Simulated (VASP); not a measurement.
# C (Fd-3m) in VASP: notebook

C is run at these levels: PBE; tasks: single point.

Everything below comes from runs of VASP 6.6.1. Logs are shortened: lines on timing, memory, paths and dates and some standing lists are left out, and cuts for length are marked.

## Step 1: The cell of the first run

It takes space group Fd-3m (No. 227, cubic). The conventional cell has a = 3.499 Å, b = 3.499 Å, c = 3.499 Å, α = 90.00°, β = 90.00°, γ = 90.00°. Within 2.0 Å of C (site symmetry -43m) lie 4 C at 1.51 Å.

## Step 2: Single point, PBE (volume scaled by 0.94)

Input file INCAR:

```
SYSTEM = C
ALGO = Normal
EDIFF = 1E-6
ENCUT = 600
GGA = PE
GGA_COMPAT = .False.
ISIF = 2
ISMEAR = 0
LASPH = .True.
LCHARG = .False.
LREAL = .False.
LWAVE = .False.
NBANDS = 11
NELM = 120
PREC = Accurate
SIGMA = 0.02
```

Input file KPOINTS:

```
k-points
0
Gamma
  12 12 12
  0 0 0
```

Input file POSCAR:

```
C
1.0
    0.0000000000      1.7493401220      1.7493401220
    1.7493401220      0.0000000000      1.7493401220
    1.7493401220      1.7493401220      0.0000000000
C
2
Direct
    0.0000000000      0.0000000000      0.0000000000
    0.2500000000      0.2500000000      0.2500000000
```

Potentials or basis: VASP PAW PBE potentials, release 64 (C).

On the command line:

```
cat potpaw_PBE.64/C/POTCAR > POTCAR
mpirun -np 1 vasp_std > vasp.out
```

OUTCAR:

```text
SYSTEM = C
   EDIFF = 1E-6
   ENCUT = 600
   GGA = PE
   ISIF = 2
   ISMEAR = 0
   LASPH = .True.
   LREAL = .False.
   NELM = 120
   PREC = Accurate

 ion  position               nearest neighbor table
   1  0.000  0.000  0.000-   2 1.51   2 1.51   2 1.51   2 1.51
   2  0.250  0.250  0.250-   1 1.51   1 1.51   1 1.51   1 1.51

  LATTYP: Found a face centered cubic cell.
 ALAT       =     3.4986802440

  Lattice vectors:

 A1 = (   0.0000000000,   1.7493401220,   1.7493401220)
 A2 = (   1.7493401220,   0.0000000000,   1.7493401220)
 A3 = (   1.7493401220,   1.7493401220,   0.0000000000)

Analysis of symmetry for initial positions (statically):
=====================================================================
 Subroutine PRICEL returns:
 Original cell was already a primitive cell.

 Routine SETGRP: Setting up the symmetry group for a
 face centered cubic supercell.

 Subroutine GETGRP returns: Found 48 space group operations
 (whereof 24 operations were pure point group operations)
 out of a pool of 48 trial point group operations.

The static configuration has the point symmetry T_d .
 The point group associated with its full space group is O_h .

Analysis of symmetry for dynamics (positions and initial velocities):
=====================================================================
 Subroutine PRICEL returns:
 Original cell was already a primitive cell.

 Routine SETGRP: Setting up the symmetry group for a
 face centered cubic supercell.

 Subroutine GETGRP returns: Found 48 space group operations
 (whereof 24 operations were pure point group operations)
 out of a pool of 48 trial point group operations.

The dynamic configuration has the point symmetry T_d .
 The point group associated with its full space group is O_h .

 Subroutine INISYM returns: Found 48 space group operations
 (whereof 24 operations are pure point group operations),
 and found     1 'primitive' translations

----------------------------------------------------------------------------------------

                                     Primitive cell

  volume of cell :      10.7066

  direct lattice vectors                    reciprocal lattice vectors
     0.000000000  1.749340122  1.749340122    -0.285822062  0.285822062  0.285822062
     1.749340122  0.000000000  1.749340122     0.285822062 -0.285822062  0.285822062
     1.749340122  1.749340122  0.000000000     0.285822062  0.285822062 -0.285822062

  length of vectors
     2.473940526  2.473940526  2.473940526     0.495058333  0.495058333  0.495058333

  position of ions in fractional coordinates (direct lattice)
     0.000000000  0.000000000  0.000000000
     0.250000000  0.250000000  0.250000000

  ion indices of the primitive-cell ions
   primitive index   ion index
                 1           1
                 2           2

----------------------------------------------------------------------------------------

 KPOINTS: k-points

Automatic generation of k-mesh.
 Grid dimensions read from file:
 generate k-points for:   12   12   12

 Generating k-lattice:

  Cartesian coordinates                     Fractional coordinates (reciprocal lattice)
    -0.023818505  0.023818505  0.023818505     0.083333333  0.000000000  0.000000000
     0.023818505 -0.023818505  0.023818505     0.000000000  0.083333333  0.000000000
     0.023818505  0.023818505 -0.023818505     0.000000000  0.000000000  0.083333333

  Length of vectors
     0.041254861  0.041254861  0.041254861

  Shift w.r.t. Gamma in fractional coordinates (k-lattice)
     0.000000000  0.000000000  0.000000000

 Subroutine IBZKPT returns following result:
 ===========================================

 Found     72 irreducible k-points:

 Following reciprocal coordinates:
            Coordinates               Weight
  0.000000  0.000000  0.000000      1.000000
  0.083333  0.000000  0.000000      8.000000
  0.166667  0.000000  0.000000      8.000000
  0.250000  0.000000  0.000000      8.000000
  0.333333  0.000000  0.000000      8.000000
  0.416667  0.000000  0.000000      8.000000
[... 16 lines left out ...]
  0.500000  0.166667  0.000000     24.000000
 -0.416667  0.166667  0.000000     24.000000
 [... further k-points ...]
   k-points           NKPTS =     72   k-points in BZ     NKDIM =     72   number of bands    NBANDS=     11
   number of dos      NEDOS =    301   number of ions     NIONS =      2
   total plane-waves  NPLWV =   8000
   dimension x,y,z NGX =    20 NGY =   20 NGZ =   20
   dimension x,y,z NGXF=    40 NGYF=   40 NGZF=   40
   ions per type =               2
   NGX,Y,Z   is equivalent  to a cutoff of  13.44, 13.44, 13.44 a.u.
   NGXF,Y,Z  is equivalent  to a cutoff of  26.88, 26.88, 26.88 a.u.
 SYSTEM =  C
   PREC   = accura    normal or accurate (medium, high low for compatibility)
   ISTART =      0    job   : 0-new  1-cont  2-samecut
   ICHARG =      2    charge: 1-file 2-atom 10-const
   ISPIN  =      1    spin polarized calculation?
   LNONCOLLINEAR =      F non collinear calculations
   LSORBIT =      F    spin-orbit coupling
   LASPH  =      T    aspherical Exc in radial PAW
   ENCUT  =  600.0 eV  44.10 Ry    6.64 a.u.   4.94  4.94  4.94*2*pi/ulx,y,z
   NELM   =    120;   NELMIN=  2; NELMDL= -5     # of ELM steps
   EDIFF  = 0.1E-05   stopping-criterion for ELM
   LREAL  =      F    real-space projection
   EDIFFG = 0.1E-04   stopping-criterion for IOM
   NSW    =      0    number of steps for IOM
   IBRION =     -1    ionic relax: 0-MD 1-quasi-New 2-CG
   NFREE  =      0    steps in history (QN), initial steepest desc. (CG)
   ISIF   =      2    stress and relaxation
   ISYM   =      2    0-nonsym 1-usesym 2-fastsym
   POTIM  = 0.5000    time-step for ionic-motion
   TEBEG  =    0.0;   TEEND  =   0.0 temperature during run
   PSTRESS=    0.0 pullay stress
   NELECT =       8.0000    total number of electrons
   NUPDOWN=      -1.0000    fix difference up-down
   EMIN   =  10.00;   EMAX   =-10.00  energy-range for DOS
   EFERMI =   0.00;   METHOD = LEGACY
   ISMEAR =     0;   SIGMA  =   0.02  broadening in eV -4-tet -1-fermi 0-gaus
   EFERMI_NEDOS =   21; number of points for ismear=-14 and -15
   IALGO  =     38    algorithm
   IMIX   =      4    mixing-type and parameters
     AMIX     =   0.40;   BMIX     =  1.00
     AMIX_MAG =   1.60;   BMIX_MAG =  1.00
  volume/ion in A,a.u.               =       5.35        36.13
  Fermi-wavevector in a.u.,A,eV,Ry     =   1.485550  2.807282 30.026132  2.206858
  Thomas-Fermi vector in A             =   2.598948
   LORBIT       =      0    0 simple, 1 ext, 2 COOP (PROOUT), +10 PAW based schemes
   GGA     = PE    functional components
   LHFCALC =     F    Hartree Fock is set to
   AEXX    =    0.0000 exact exchange contribution
   IVDW    =     0    specifies the selected vdW correction
   LEPSILON=     F    determine dielectric tensor
   LRPA    =     F    only Hartree local field effects (RPA)
 non-spin polarized calculation
 Gauss-broadening in eV      SIGMA  =   0.02
  energy-cutoff  :      600.00
  volume of cell :       10.71
 maximum number of plane-waves:       368
   NGX =  9   NGY =  9   NGZ =  9

 number of electron       7.9999999 magnetization

 Free energy of the ion-electron system (eV)
  ---------------------------------------------------
  ext. energy  EPLUGINS =         0.00000000
  ---------------------------------------------------
  free energy    TOTEN  =       -18.12597534 eV

  energy without entropy =      -18.12597534  energy(sigma->0) =      -18.12597534

 E-fermi :  10.8136     XC(G=0): -13.5429

 val. band max:       10.5828365133   @ k =   0.0000   0.0000   0.0000
 cond. band min:      14.8699029202   @ k =   0.3333   0.3333   0.0000
 fundamental gap:      4.2870664069
 Fermi energy:        10.8135528944

 k-point     1 :       0.0000    0.0000    0.0000
  band No.  band energies     occupation
      1     -11.6865      2.00000
      2      10.5828      2.00000
      3      10.5828      2.00000
      4      10.5828      2.00000
      5      16.3326      0.00000
      6      16.3326      0.00000
      7      16.3326      0.00000
      8      25.2638      0.00000
      9      30.6356      0.00000
     10      37.7641      0.00000
     11      37.7641      0.00000

 k-point     2 :       0.0833    0.0000    0.0000
  band No.  band energies     occupation
      1     -11.4865      2.00000
      2       9.2977      2.00000
      3      10.2388      2.00000
      4      10.2388      2.00000
      5      16.7834      0.00000
      6      16.7834      0.00000
      7      17.1182      0.00000
      8      25.3827      0.00000
      9      30.9614      0.00000
     10      35.5299      0.00000
     11      35.5299      0.00000

 k-point     3 :       0.1667    0.0000    0.0000
  band No.  band energies     occupation
      1     -10.8888      2.00000
      2       6.6597      2.00000
      3       9.4963      2.00000
      4       9.4963      2.00000
      5      17.7552      0.00000
      6      17.7552      0.00000
      7      18.3536      0.00000
      8      25.7173      0.00000
      9      31.6390      0.00000
     10      33.8664      0.00000
     11      33.8664      0.00000

 k-point     4 :       0.2500    0.0000    0.0000
  band No.  band energies     occupation
      1      -9.9009      2.00000
      2       3.7098      2.00000
      3       8.7352      2.00000
      4       8.7352      2.00000
      5      18.6456      0.00000
      6      18.6456      0.00000
      7      19.2701      0.00000
      8      26.1718      0.00000
      9      32.0855      0.00000
     10      33.4561      0.00000
     11      33.4561      0.00000
[... 239 lines left out ...]
 k-point    22 :       0.4167    0.1667    0.0000
  band No.  band energies     occupation
      1      -7.3344      2.00000
      2       0.4047      2.00000
      3       6.1369      2.00000
      4       6.2938      2.00000
      5      17.4754      0.00000
      6      22.0145      0.00000
      7      22.3884      0.00000
      8      23.7699      0.00000
      9      32.4067      0.00000
     10      34.1046      0.00000
     11      38.8102      0.00000

 k-point    23 :       0.5000    0.1667    0.0000
  band No.  band energies     occupation
      1      -5.6517      2.00000
      2      -1.9631      2.00000
      3       5.3786      2.00000
      4       6.3893      2.00000
      5      17.8974      0.00000
      6      21.7079      0.00000
      7      22.5728      0.00000
      8      25.4560      0.00000
      9      31.4360      0.00000
     10      35.5150      0.00000
     11      37.9965      0.00000

 k-point    24 :      -0.4167    0.1667    0.0000
  band No.  band energies     occupation
      1      -5.1742      2.00000
      2      -2.5309      2.00000
      3       4.8616      2.00000
      4       6.7912      2.00000
      5      18.3570      0.00000
      6      21.1884      0.00000
      7      22.5544      0.00000
      8      26.7224      0.00000
      9      30.7092      0.00000
     10      35.4251      0.00000
     11      36.2746      0.00000

 [... further k-points ...]
[... 5 lines left out ...]
  --------------------------------------------------------------------------------------
  -------------------------------------------------------------------------------------
  Total        2.0162492      2.0162492      2.0162492     -0.0000000      0.0000000      0.0000000
  in kB      301.7185510    301.7185510    301.7185510     -0.0000000      0.0000000      0.0000000
  external PRESSURE =     301.7185510 kB  Pullay stress =       0.0000000 kB

 VOLUME and BASIS-vectors are now :
 -----------------------------------------------------------------------------
  energy-cutoff  :      600.00
  volume of cell :       10.71
      direct lattice vectors                 reciprocal lattice vectors
     0.000000000  1.749340122  1.749340122    -0.285822062  0.285822062  0.285822062
     1.749340122  0.000000000  1.749340122     0.285822062 -0.285822062  0.285822062
     1.749340122  1.749340122  0.000000000     0.285822062  0.285822062 -0.285822062

 POSITION                                       TOTAL-FORCE (eV/Angst)
 -----------------------------------------------------------------------------------
      0.00000      0.00000      0.00000         0.000000      0.000000     -0.000000
      0.87467      0.87467      0.87467        -0.000000     -0.000000      0.000000
 -----------------------------------------------------------------------------------
    total drift:                                0.000000      0.000000      0.000000

  FREE ENERGIE OF THE ION-ELECTRON SYSTEM (eV)
  ---------------------------------------------------
  free  energy   TOTEN  =       -18.1259753364 eV

  energy  without entropy=      -18.1259753364  energy(sigma->0) =      -18.12597534
```

Run time: 6.3 s. Hardware: 1 thread of Intel Xeon 6975P-C, shared host; peak memory 0.12 GiB.

Results:

```
Free energy            : -18.1260 eV
Pressure               : 30.2 GPa
Band gap on the k mesh : 4.29 eV, indirect (least direct gap 5.75 eV)
```

Levels at points of the mesh, in eV from the valence-band top:
| k point | band 1 | band 2 | band 3 | band 4 | band 5 | band 6 | band 7 | band 8 |
| --- | --- | --- | --- | --- | --- | --- | --- | --- |
| (0.00, 0.00, 0.00) | -22.27 | 0.00 | 0.00 | 0.00 | 5.75 | 5.75 | 5.75 | 14.68 |
| (0.50, 0.00, 0.00) | -16.15 | -14.03 | -2.95 | -2.95 | 8.70 | 8.70 | 9.65 | 16.22 |
| (0.50, 0.50, 0.00) | -13.18 | -13.18 | -6.66 | -6.66 | 4.88 | 4.88 | 17.70 | 17.70 |

 A k mesh can miss the band edges.

(Part 1 of 3 ends here.)
